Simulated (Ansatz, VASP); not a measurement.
## MnSb in VASP and in Ansatz

```
Sb Mn
1.0
     4.15000    0.00000    0.00000
    -2.07500    3.59401    0.00000
     0.00000    0.00000    5.78000
Sb Mn
2 2
Direct
  0.66667 0.33333 0.75000
  0.33333 0.66667 0.25000
  0.00000 0.00000 0.50000
  0.00000 0.00000 0.00000
```

Alike in both runs: task single point; functional PBE; k mesh 7 × 7 × 5; occupations gaussian, width 0.03 eV; collinear spin.

|  | VASP | Ansatz |
| --- | --- | --- |
| version | VASP 6.6.1 | Ansatz 0.2.0 |
| potentials or method | VASP PAW PBE potentials, release 64 (Sb, Mn_pv) | Ansatz PAW |
| plane-wave cutoff (eV) | 500 | 420 |
| valence electrons in the cell | 36 | 60 |

```csv
,VASP,Ansatz,Ansatz less VASP
gap on the k mesh at the Fermi level (eV),none,none,-
pressure (GPa),-3.4,-3.3,+0.10
"traceless stress, the component that is largest in VASP (GPa)",-0.80,-0.79,+0.008
net moment per atom (μB),1.67,1.67,+0.001
size of the moment on the site where the two differ most (μB),3.39,3.43,+0.033
```

Site moments also hang on the region over which each program counts them. A gap of «none» marks a metal or a gap that the smearing closes. VASP's potentials hold 36 valence electrons a cell and Ansatz's 60, so a difference there can come from the potentials and not from the codes.

Spin-orbit coupling is off throughout.
